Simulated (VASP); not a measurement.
Input of a VASP 6.6.1 run:

Contents of POSCAR:

```
NaCl
1.0
   -0.1818304836      3.0289332837      3.0289332837
    3.0289332837     -0.1818304836      3.0289332837
    3.0289332837      3.0289332837     -0.1818304836
Na Cl
1 1
Direct
   -0.0071548580     -0.0071548580     -0.0071548580
    0.2571548580      0.2571548580      0.2571548580
```

Contents of INCAR.step1:

```
ALGO = Normal
EDIFF = 1E-8
ENCUT = 500
GGA = PE
ISMEAR = 0
LASPH = T
LCHARG = F
LREAL = F
LWAVE = T
NELM = 60
PREC = Accurate
SIGMA = 0.01
```

The input INCAR.step2:

```
ALGO = Exact
EDIFF = 1E-8
ENCUT = 500
GGA = PE
ISMEAR = 0
ISTART = 1
LASPH = T
LCHARG = F
LOPTICS = T
LREAL = F
LWAVE = T
NBANDS = 260
NELM = 1
PREC = Accurate
SIGMA = 0.01
```

File INCAR.step3:

```
ALGO = EVGW0
EDIFF = 1E-8
ENCUT = 500
ENCUTGW = 150.0
GGA = PE
ISMEAR = 0
ISTART = 1
LASPH = T
LCHARG = F
LREAL = F
LWAVE = F
NBANDS = 260
NBANDSGW = 16
NELMGW = 1
NOMEGA = 48
PREC = Accurate
PRECFOCK = Fast
SIGMA = 0.01
```

The input KPOINTS:

```
k-points
0
Gamma
  4 4 4
```

Potentials or basis: VASP PAW PBE potentials, release 64 (Na_sv_GW, Cl_GW).

Command:

```bash
$ cat potpaw_PBE.64/Na_sv_GW/POTCAR potpaw_PBE.64/Cl_GW/POTCAR > POTCAR
$ cp INCAR.step1 INCAR
$ mpirun -np 1 vasp_std > vasp.out
$ cp INCAR.step2 INCAR
$ mpirun -np 1 vasp_std > vasp.out
$ cp INCAR.step3 INCAR
$ mpirun -np 1 vasp_std > vasp.out
```

Problem. Estimate the quasiparticle gap.

Solution. 7.84 eV.

Problem. What does it give for the least direct quasiparticle gap?

Solution. 7.84 eV.

Problem. What does it give for the band gap on the k mesh, mean-field level?

Solution. 4.70 eV, direct.

Caveat: the k points lie up to 0.43 Å⁻¹ apart; bands, screening cutoff and mesh are small and nothing is extrapolated, so the quasiparticle values aren't converged.
